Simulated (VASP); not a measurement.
# KI in VASP: notebook

The runs below take KI through single point, with PBE, r2SCAN.

All numbers are computed with VASP 6.6.1; they aren't measurements. Logs are shortened: lines on timing, memory, paths and dates and some standing lists are left out, and cuts for length are marked.

**1. The cell of the first run**

The typed cell holds 4 atoms: a = 5.154 Å, b = 5.154 Å, c = 8.591 Å, α = 90.00°, β = 90.00°, γ = 119.99°.

**2. Single point, PBE (biaxial xy strain +5.2%)**

INCAR reads:

```
SYSTEM = KI
PREC = Accurate ; ENCUT = 520
EDIFF = 1E-6 ; ISMEAR = -1
SIGMA = 0.02 ; LREAL = .False.
LASPH = .True. ; NELM = 80
ALGO = Normal ; ISIF = 2
LWAVE = .False. ; LCHARG = .False.
GGA = PE ; NBANDS = 24
```

KPOINTS reads:

```
regular mesh
0
Gamma
  6 6 4
  0 0 0
```

POSCAR reads:

```
KI
1.0
    2.5769874155     -4.4630089591      0.0000000000
    2.5769874155      4.4630089591      0.0000000000
    0.0000000000      0.0000000000      8.5908184480
K I
2 2
Direct
    0.5000000000      0.5000000000      0.5000000000
    0.5000000000      0.5000000000      0.0000000000
    0.8333974866      0.1666025134      0.2500000000
    0.1666025134      0.8333974866      0.7500000000
```

Potentials or basis: VASP PAW PBE potentials, release 64 (K_sv, I).

The run is started by

```console
> cat potpaw_PBE.64/K_sv/POTCAR potpaw_PBE.64/I/POTCAR > POTCAR
> mpirun -np 1 vasp_std > vasp.out
```

OUTCAR:

```text
SYSTEM = KI
   PREC = Accurate
   ENCUT = 520
   EDIFF = 1E-6
   ISMEAR = -1
   LREAL = .False.
   LASPH = .True.
   NELM = 80
   ISIF = 2
   GGA = PE

 ion  position               nearest neighbor table
   1  0.500  0.500  0.500-   4 3.67   3 3.67   4 3.67   3 3.67   3 3.67   4 3.67
   2  0.500  0.500  0.000-   4 3.67   3 3.67   4 3.67   3 3.67   3 3.67   4 3.67
   3  0.833  0.167  0.250-   1 3.67   2 3.67   1 3.67   2 3.67   1 3.67   2 3.67
   4  0.167  0.833  0.750-   1 3.67   2 3.67   1 3.67   2 3.67   1 3.67   2 3.67

  LATTYP: Found a base centered orthorhombic cell.
 ALAT       =     5.1539748310
 B/A-ratio  =     1.7318706844
 C/A-ratio  =     1.6668336051

  Lattice vectors:

 A1 = (   2.5769874155,  -4.4630089591,   0.0000000000)
 A2 = (   2.5769874155,   4.4630089591,   0.0000000000)
 A3 = (   0.0000000000,   0.0000000000,   8.5908184480)

Analysis of symmetry for initial positions (statically):
=====================================================================
 Subroutine PRICEL returns:
 Original cell was already a primitive cell.

 Routine SETGRP: Setting up the symmetry group for a
 base centered orthorhombic supercell.

 Subroutine GETGRP returns: Found  8 space group operations
 (whereof  4 operations were pure point group operations)
 out of a pool of  8 trial point group operations.

The static configuration has the point symmetry C_2h.
 The point group associated with its full space group is D_2h.

Analysis of symmetry for dynamics (positions and initial velocities):
=====================================================================
 Subroutine PRICEL returns:
 Original cell was already a primitive cell.

 Routine SETGRP: Setting up the symmetry group for a
 base centered orthorhombic supercell.

 Subroutine GETGRP returns: Found  8 space group operations
 (whereof  4 operations were pure point group operations)
 out of a pool of  8 trial point group operations.

The dynamic configuration has the point symmetry C_2h.
 The point group associated with its full space group is D_2h.

 Subroutine INISYM returns: Found  8 space group operations
 (whereof  4 operations are pure point group operations),
 and found     1 'primitive' translations

----------------------------------------------------------------------------------------

                                     Primitive cell

  volume of cell :     197.6080

  direct lattice vectors                    reciprocal lattice vectors
     2.576987416 -4.463008959  0.000000000     0.194025006 -0.112032040  0.000000000
[... 92 lines left out ...]
   EDIFFG = 0.1E-04   stopping-criterion for IOM
   NSW    =      0    number of steps for IOM
   IBRION =     -1    ionic relax: 0-MD 1-quasi-New 2-CG
   NFREE  =      0    steps in history (QN), initial steepest desc. (CG)
   ISIF   =      2    stress and relaxation
   ISYM   =      2    0-nonsym 1-usesym 2-fastsym
   POTIM  = 0.5000    time-step for ionic-motion
   TEBEG  =    0.0;   TEEND  =   0.0 temperature during run
   PSTRESS=    0.0 pullay stress
   NELECT =      32.0000    total number of electrons
   NUPDOWN=      -1.0000    fix difference up-down
   EMIN   =  10.00;   EMAX   =-10.00  energy-range for DOS
   EFERMI =   0.00;   METHOD = LEGACY
   ISMEAR =    -1;   SIGMA  =   0.02  broadening in eV -4-tet -1-fermi 0-gaus
   EFERMI_NEDOS =   21; number of points for ismear=-14 and -15
   IALGO  =     38    algorithm
   IMIX   =      4    mixing-type and parameters
     AMIX     =   0.40;   BMIX     =  1.00
     AMIX_MAG =   1.60;   BMIX_MAG =  1.00
  volume/ion in A,a.u.               =      49.40       333.38
  Fermi-wavevector in a.u.,A,eV,Ry     =   0.892325  1.686251 10.833568  0.796245
  Thomas-Fermi vector in A             =   2.014260
   LORBIT       =      0    0 simple, 1 ext, 2 COOP (PROOUT), +10 PAW based schemes
   GGA     = PE    functional components
   LHFCALC =     F    Hartree Fock is set to
   AEXX    =    0.0000 exact exchange contribution
   IVDW    =     0    specifies the selected vdW correction
   LEPSILON=     F    determine dielectric tensor
   LRPA    =     F    only Hartree local field effects (RPA)
 non-spin polarized calculation
  energy-cutoff  :      520.00
  volume of cell :      197.61
 maximum number of plane-waves:      5408
 NGX is ok and might be reduce to    40
   NGX = 19   NGY = 19   NGZ = 31

 number of electron      31.9999999 magnetization

 Free energy of the ion-electron system (eV)
  ---------------------------------------------------
  ext. energy  EPLUGINS =         0.00000000
  ---------------------------------------------------
  free energy    TOTEN  =       -11.02592312 eV

  energy without entropy =      -11.02592312  energy(sigma->0) =      -11.02592312

 E-fermi :  -0.4554     XC(G=0):  -6.7370

 val. band max:       -0.9460146513   @ k =   0.0000   0.0000   0.0000
 cond. band min:       2.7571495489   @ k =   0.0000   0.0000   0.0000
 fundamental gap:      3.7031642002
 Fermi energy:        -0.4554264775

 k-point     1 :       0.0000    0.0000    0.0000
  band No.  band energies     occupation
      1     -29.7434      2.00000
      2     -29.7390      2.00000
      3     -13.3372      2.00000
      4     -13.2158      2.00000
      5     -13.2158      2.00000
      6     -13.2046      2.00000
[... 637 lines left out ...]
     23       6.5498      0.00000
     24       7.0702      0.00000

 [... further k-points ...]

------------------------ aborting loop because EDIFF is reached ----------------------------------------

  FORCE on cell =-STRESS in cart. coord.  units (eV):
  Direction    XX          YY          ZZ          XY          YZ          ZX
  --------------------------------------------------------------------------------------
  -------------------------------------------------------------------------------------
  Total       -0.8658942     -0.8658793     -0.2307148      0.0000000      0.0000000      0.0000000
  in kB       -7.0205450     -7.0204240     -1.8706025      0.0000000      0.0000000      0.0000000
  external PRESSURE =      -5.3038572 kB  Pullay stress =       0.0000000 kB

 VOLUME and BASIS-vectors are now :
 -----------------------------------------------------------------------------
  energy-cutoff  :      520.00
  volume of cell :      197.61
      direct lattice vectors                 reciprocal lattice vectors
     2.576987416 -4.463008959  0.000000000     0.194025006 -0.112032040  0.000000000
     2.576987416  4.463008959  0.000000000     0.194025006  0.112032040  0.000000000
     0.000000000  0.000000000  8.590818448     0.000000000  0.000000000  0.116403345

 POSITION                                       TOTAL-FORCE (eV/Angst)
 -----------------------------------------------------------------------------------
      2.57699      0.00000      4.29541        -0.000000     -0.000000      0.000000
      2.57699      0.00000      0.00000         0.000000      0.000000      0.000000
      2.57699     -2.97591      2.14770         0.000000      0.000367     -0.000000
      2.57699      2.97591      6.44311         0.000000     -0.000367      0.000000
 -----------------------------------------------------------------------------------
    total drift:                               -0.000000      0.000000     -0.000000

  FREE ENERGIE OF THE ION-ELECTRON SYSTEM (eV)
  ---------------------------------------------------
  free  energy   TOTEN  =       -11.0259231178 eV

  energy  without entropy=      -11.0259231178  energy(sigma->0) =      -11.02592312
```

stdout:

```text
POSCAR found type information on POSCAR K I
 POSCAR found :  2 types and       4 ions
 scaLAPACK will be used
 LDA part: xc-table for (Slater+PW92), standard interpolation
 POSCAR, INCAR and KPOINTS ok, starting setup
 FFT: planning ... GRIDC
 FFT: planning ... GRID_SOFT
 FFT: planning ... GRID
 WAVECAR not read
 entering main loop
```

Wall time 2 min (1 thread of Intel Xeon Platinum 8488C (Sapphire Rapids), shared host); peak memory 0.4 GiB.

What came out:

- Free energy: -11.0259 eV
- Pressure: -0.5 GPa
- Band gap on the k mesh: 3.70 eV

Caveat: the cell differs from its parent crystal (biaxial xy strain +5.2%); spin-orbit coupling is left out, which moves the levels of the heavy elements. A k mesh can miss the band edges.

**3. Single point, r2SCAN (biaxial xy strain +5.2%)**

POSCAR is that of step 2.

INCAR.step1 reads:

```
PREC = Accurate ; ENCUT = 520
ISMEAR = 0 ; SIGMA = 0.01
LREAL = False ; LASPH = True
NELM = 60 ; NBANDS = 24
GGA = PE ; ALGO = Normal
EDIFF = 1E-4 ; LWAVE = True
LCHARG = False
```

INCAR.step2 reads:

```
PREC = Accurate ; ENCUT = 520
EDIFF = 1E-6 ; ISMEAR = 0
SIGMA = 0.01 ; LREAL = False
LASPH = True ; NELM = 60
ALGO = Normal ; ISIF = 2
LWAVE = False ; LCHARG = True
METAGGA = R2SCAN ; LMIXTAU = True
LELF = True ; LVHAR = True
NBANDS = 24 ; ISTART = 1
```

KPOINTS reads:

```
regular mesh
0
Gamma
  6 6 4
```

Potentials or basis: VASP PAW PBE potentials, release 64 (K_sv, I).

The run is started by

```console
> cat potpaw_PBE.64/K_sv/POTCAR potpaw_PBE.64/I/POTCAR > POTCAR
> cp INCAR.step1 INCAR
> mpirun -np 1 vasp_std > vasp.out
> cp INCAR.step2 INCAR
> mpirun -np 1 vasp_std > vasp.out
```

It took 5.8 min on 1 thread of Intel Xeon Platinum 8488C (Sapphire Rapids), shared host; peak memory 0.45 GiB.

Results (log left out):

- Free energy: -67.8179 eV
- Pressure: -0.9 GPa
- Band gap on the k mesh: 4.33 eV

Stress tensor (GPa, compression positive):
```
-1.12  0.00  0.00
 0.00 -1.12  0.00
 0.00  0.00 -0.59
```

Levels at points of the mesh, in eV from the valence-band top:
```tsv
k point	band 14	band 15	band 16	band 17	band 18	band 19
(0.00, 0.00, 0.00)	-0.05	0.00	0.00	4.33	5.93	6.40
(0.50, 0.00, 0.00)	-0.40	-0.30	-0.26	5.64	6.23	6.47
(0.50, 0.50, 0.00)	-0.40	-0.30	-0.27	5.64	6.23	6.47
(0.00, 0.00, 0.50)	-0.12	-0.12	-0.12	5.34	5.34	6.99
(0.50, 0.00, 0.50)	-0.34	-0.28	-0.28	6.12	6.12	6.33
(0.50, 0.50, 0.50)	-0.34	-0.28	-0.28	6.12	6.12	6.33
```

Caveat: the cell differs from its parent crystal (biaxial xy strain +5.2%); the PAW data sets were made with another functional, which shifts forces and pressure a little; spin-orbit coupling is left out, which moves the levels of the heavy elements. A k mesh can miss the band edges.
